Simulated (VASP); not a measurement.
# PbF2 (Fm-3m) in VASP: a series of runs, part 2 of 2

VASP 6.6.1. The steps go on from the part before.

### 4 Single point, LDA (volume scaled by 0.96)

Contents of INCAR:

```
PREC     = Accurate       # precision mode
ENCUT    = 520            # plane-wave cutoff, eV
EDIFF    = 1E-6           # SCF threshold, eV
ISMEAR   = -1             # smearing method
SIGMA    = 0.03           # smearing width, eV
LREAL    = F              # projectors in reciprocal space
LASPH    = T              # aspherical terms in the spheres
NELM     = 100            # most SCF steps
ALGO     = Normal         # electronic algorithm
ISIF     = 2              # what is computed and relaxed
LWAVE    = F              # write WAVECAR
LCHARG   = F              # write CHGCAR
NBANDS   = 21             # bands
```

Contents of KPOINTS:

```
regular mesh
0
Gamma
  7 7 7
```

Contents of POSCAR:

```
PbF2
1.0
    0.0000000000      2.9297119716      2.9297119716
    2.9297119716      0.0000000000      2.9297119716
    2.9297119716      2.9297119716      0.0000000000
Pb F
1 2
Direct
    0.0000000000      0.0000000000      0.0000000000
    0.2500000000      0.2500000000      0.2500000000
    0.7500000000      0.7500000000      0.7500000000
```

Potentials or basis: VASP PAW LDA potentials, release 64 (Pb_d, F).

The run is started by

```sh
$ cat potpaw_LDA.64/Pb_d/POTCAR potpaw_LDA.64/F/POTCAR > POTCAR
$ mpirun -np 1 vasp_std > vasp.out
```

OUTCAR:

```text
PREC = Accurate
   ENCUT = 520
   EDIFF = 1E-6
   ISMEAR = -1
   LREAL = F
   LASPH = T
   NELM = 100
   ISIF = 2

 ion  position               nearest neighbor table
   1  0.000  0.000  0.000-   3 2.54   3 2.54   3 2.54   2 2.54   3 2.54   2 2.54   2 2.54   2 2.54

   2  0.250  0.250  0.250-   1 2.54   1 2.54   1 2.54   1 2.54
   3  0.750  0.750  0.750-   1 2.54   1 2.54   1 2.54   1 2.54

  LATTYP: Found a face centered cubic cell.
 ALAT       =     5.8594239432

  Lattice vectors:

 A1 = (   0.0000000000,   2.9297119716,   2.9297119716)
 A2 = (   2.9297119716,   0.0000000000,   2.9297119716)
 A3 = (   2.9297119716,   2.9297119716,   0.0000000000)

Analysis of symmetry for initial positions (statically):
=====================================================================
 Subroutine PRICEL returns:
 Original cell was already a primitive cell.

 Routine SETGRP: Setting up the symmetry group for a
 face centered cubic supercell.

 Subroutine GETGRP returns: Found 48 space group operations
 (whereof 48 operations were pure point group operations)
 out of a pool of 48 trial point group operations.

The static configuration has the point symmetry O_h .

Analysis of symmetry for dynamics (positions and initial velocities):
=====================================================================
 Subroutine PRICEL returns:
 Original cell was already a primitive cell.

 Routine SETGRP: Setting up the symmetry group for a
 face centered cubic supercell.

 Subroutine GETGRP returns: Found 48 space group operations
 (whereof 48 operations were pure point group operations)
 out of a pool of 48 trial point group operations.

The dynamic configuration has the point symmetry O_h .

 Subroutine INISYM returns: Found 48 space group operations
 (whereof 48 operations are pure point group operations),
 and found     1 'primitive' translations

----------------------------------------------------------------------------------------

                                     Primitive cell

  volume of cell :      50.2927

  direct lattice vectors                    reciprocal lattice vectors
     0.000000000  2.929711972  2.929711972    -0.170665241  0.170665241  0.170665241
     2.929711972  0.000000000  2.929711972     0.170665241 -0.170665241  0.170665241
     2.929711972  2.929711972  0.000000000     0.170665241  0.170665241 -0.170665241

  length of vectors
     4.143238404  4.143238404  4.143238404     0.295600869  0.295600869  0.295600869

  position of ions in fractional coordinates (direct lattice)
     0.000000000  0.000000000  0.000000000
     0.250000000  0.250000000  0.250000000
     0.750000000  0.750000000  0.750000000

  ion indices of the primitive-cell ions
   primitive index   ion index
                 1           1
                 2           2
                 3           3

----------------------------------------------------------------------------------------

 KPOINTS: regular mesh

Automatic generation of k-mesh.
 Grid dimensions read from file:
 generate k-points for:    7    7    7

 Generating k-lattice:

  Cartesian coordinates                     Fractional coordinates (reciprocal lattice)
    -0.024380749  0.024380749  0.024380749     0.142857143  0.000000000  0.000000000
     0.024380749 -0.024380749  0.024380749     0.000000000  0.142857143  0.000000000
     0.024380749  0.024380749 -0.024380749     0.000000000  0.000000000  0.142857143

  Length of vectors
     0.042228696  0.042228696  0.042228696

  Shift w.r.t. Gamma in fractional coordinates (k-lattice)
     0.000000000  0.000000000  0.000000000

 Subroutine IBZKPT returns following result:
 ===========================================

 Found     20 irreducible k-points:

 Following reciprocal coordinates:
            Coordinates               Weight
  0.000000  0.000000  0.000000      1.000000
  0.142857  0.000000  0.000000      8.000000
  0.285714  0.000000  0.000000      8.000000
  0.428571  0.000000  0.000000      8.000000
  0.142857  0.142857  0.000000      6.000000
  0.285714  0.142857  0.000000     24.000000
[... 12 lines left out ...]
 -0.428571  0.428571  0.142857     24.000000
 -0.285714  0.428571  0.142857     24.000000
   k-points           NKPTS =     20   k-points in BZ     NKDIM =     20   number of bands    NBANDS=     21
   number of dos      NEDOS =    301   number of ions     NIONS =      3
   total plane-waves  NPLWV =  32768
   dimension x,y,z NGX =    32 NGY =   32 NGZ =   32
   dimension x,y,z NGXF=    64 NGYF=   64 NGZF=   64
   ions per type =               1   2
   NGX,Y,Z   is equivalent  to a cutoff of  12.84, 12.84, 12.84 a.u.
   NGXF,Y,Z  is equivalent  to a cutoff of  25.68, 25.68, 25.68 a.u.
 SYSTEM =  unknown system
   PREC   = accura    normal or accurate (medium, high low for compatibility)
   ISTART =      0    job   : 0-new  1-cont  2-samecut
   ICHARG =      2    charge: 1-file 2-atom 10-const
   ISPIN  =      1    spin polarized calculation?
   LNONCOLLINEAR =      F non collinear calculations
   LSORBIT =      F    spin-orbit coupling
   LASPH  =      T    aspherical Exc in radial PAW
   ENCUT  =  520.0 eV  38.22 Ry    6.18 a.u.   7.70  7.70  7.70*2*pi/ulx,y,z
   NELM   =    100;   NELMIN=  2; NELMDL= -5     # of ELM steps
   EDIFF  = 0.1E-05   stopping-criterion for ELM
   LREAL  =      F    real-space projection
   EDIFFG = 0.1E-04   stopping-criterion for IOM
   NSW    =      0    number of steps for IOM
   IBRION =     -1    ionic relax: 0-MD 1-quasi-New 2-CG
   NFREE  =      0    steps in history (QN), initial steepest desc. (CG)
   ISIF   =      2    stress and relaxation
   ISYM   =      2    0-nonsym 1-usesym 2-fastsym
   POTIM  = 0.5000    time-step for ionic-motion
   TEBEG  =    0.0;   TEEND  =   0.0 temperature during run
   PSTRESS=    0.0 pullay stress
   NELECT =      28.0000    total number of electrons
   NUPDOWN=      -1.0000    fix difference up-down
   EMIN   =  10.00;   EMAX   =-10.00  energy-range for DOS
   EFERMI =   0.00;   METHOD = LEGACY
   ISMEAR =    -1;   SIGMA  =   0.03  broadening in eV -4-tet -1-fermi 0-gaus
   EFERMI_NEDOS =   21; number of points for ismear=-14 and -15
   IALGO  =     38    algorithm
   IMIX   =      4    mixing-type and parameters
     AMIX     =   0.40;   BMIX     =  1.00
     AMIX_MAG =   1.60;   BMIX_MAG =  1.00
  volume/ion in A,a.u.               =      16.76       113.13
  Fermi-wavevector in a.u.,A,eV,Ry     =   1.346767  2.545021 24.678007  1.813782
  Thomas-Fermi vector in A             =   2.474573
   LORBIT       =      0    0 simple, 1 ext, 2 COOP (PROOUT), +10 PAW based schemes
   GGA     = CA    functional components
   LHFCALC =     F    Hartree Fock is set to
   AEXX    =    0.0000 exact exchange contribution
   IVDW    =     0    specifies the selected vdW correction
   LEPSILON=     F    determine dielectric tensor
   LRPA    =     F    only Hartree local field effects (RPA)
 non-spin polarized calculation
  energy-cutoff  :      520.00
  volume of cell :       50.29
 maximum number of plane-waves:      1365
   NGX = 15   NGY = 15   NGZ = 15

 number of electron      27.9999988 magnetization

 Free energy of the ion-electron system (eV)
  ---------------------------------------------------
  ext. energy  EPLUGINS =         0.00000000
  ---------------------------------------------------
  free energy    TOTEN  =       -15.94887083 eV

  energy without entropy =      -15.94887083  energy(sigma->0) =      -15.94887083

 E-fermi :   2.6974     XC(G=0): -10.2383

 val. band max:        1.9340886610   @ k =  -0.2857   0.4286   0.1429
 cond. band min:       6.1780982646   @ k =   0.4286   0.4286   0.0000
 fundamental gap:      4.2440096036
 Fermi energy:         2.6973976565

 k-point     1 :       0.0000    0.0000    0.0000
  band No.  band energies     occupation
      1     -19.0574      2.00000
      2     -18.3179      2.00000
      3     -12.4456      2.00000
      4     -12.4456      2.00000
      5     -12.4456      2.00000
      6     -12.3550      2.00000
[... 13 lines left out ...]
     20      16.8430      0.00000
     21      19.3748      0.00000
[... 433 lines left out ...]
 k-point    20 :      -0.2857    0.4286    0.1429
  band No.  band energies     occupation
      1     -18.6651      2.00000
      2     -18.6576      2.00000
      3     -12.3826      2.00000
      4     -12.3452      2.00000
      5     -12.3444      2.00000
      6     -12.2629      2.00000
[... 13 lines left out ...]
     20      17.8372      0.00000
     21      18.2242      0.00000

------------------------ aborting loop because EDIFF is reached ----------------------------------------

  FORCE on cell =-STRESS in cart. coord.  units (eV):
  Direction    XX          YY          ZZ          XY          YZ          ZX
  --------------------------------------------------------------------------------------
  -------------------------------------------------------------------------------------
  Total       -0.6415189     -0.6415189     -0.6415189      0.0000000      0.0000000      0.0000000
  in kB      -20.4369119    -20.4369119    -20.4369119      0.0000000      0.0000000      0.0000000
  external PRESSURE =     -20.4369119 kB  Pullay stress =       0.0000000 kB

 VOLUME and BASIS-vectors are now :
 -----------------------------------------------------------------------------
  energy-cutoff  :      520.00
  volume of cell :       50.29
      direct lattice vectors                 reciprocal lattice vectors
     0.000000000  2.929711972  2.929711972    -0.170665241  0.170665241  0.170665241
     2.929711972  0.000000000  2.929711972     0.170665241 -0.170665241  0.170665241
     2.929711972  2.929711972  0.000000000     0.170665241  0.170665241 -0.170665241

 POSITION                                       TOTAL-FORCE (eV/Angst)
 -----------------------------------------------------------------------------------
      0.00000      0.00000      0.00000        -0.000000     -0.000000      0.000000
      1.46486      1.46486      1.46486        -0.000000     -0.000000     -0.000000
      4.39457      4.39457      4.39457         0.000000      0.000000     -0.000000
 -----------------------------------------------------------------------------------
    total drift:                                0.000000     -0.000000      0.000000

  FREE ENERGIE OF THE ION-ELECTRON SYSTEM (eV)
  ---------------------------------------------------
  free  energy   TOTEN  =       -15.9488708343 eV

  energy  without entropy=      -15.9488708343  energy(sigma->0) =      -15.94887083
```

Wall time 12 s (1 thread of AMD EPYC 9R45 (Zen 5), shared host); peak memory 0.13 GiB.

Results:

```
Free energy            : -15.9489 eV
Pressure               : -2.0 GPa
Band gap on the k mesh : 4.24 eV, indirect (least direct gap 4.48 eV)
```

Levels at points of the mesh, in eV from the valence-band top:
```tsv
k point	band 11	band 12	band 13	band 14	band 15	band 16	band 17	band 18
(0.00, 0.00, 0.00)	-2.72	-2.21	-2.21	-2.21	6.61	6.61	6.61	10.34
```

Caveat: spin-orbit coupling is left out, which moves the levels of the heavy elements.

### 5 The runs side by side

```tsv
cell	gap on the mesh (eV)	pressure (GPa)
a = 4.214 Å, angles 60.0°, 3 atoms	4.26	-5.6
a = 4.255 Å, angles 60.0°, 3 atoms	4.26	-7.2
a = 4.143 Å, angles 60.0°, 3 atoms	4.24	-2.0
```

Alike in all rows: task single point; level LDA; potentials or basis VASP PAW LDA potentials, release 64 (Pb_d, F); no spin polarisation; k mesh 7 × 7 × 7; cutoff (eV) 520; smearing fermi-dirac 0.03 eV.

Caveats: spin-orbit coupling is left out, which moves the levels of the heavy elements.

Absolute energies hang on the potentials; compare differences alone.
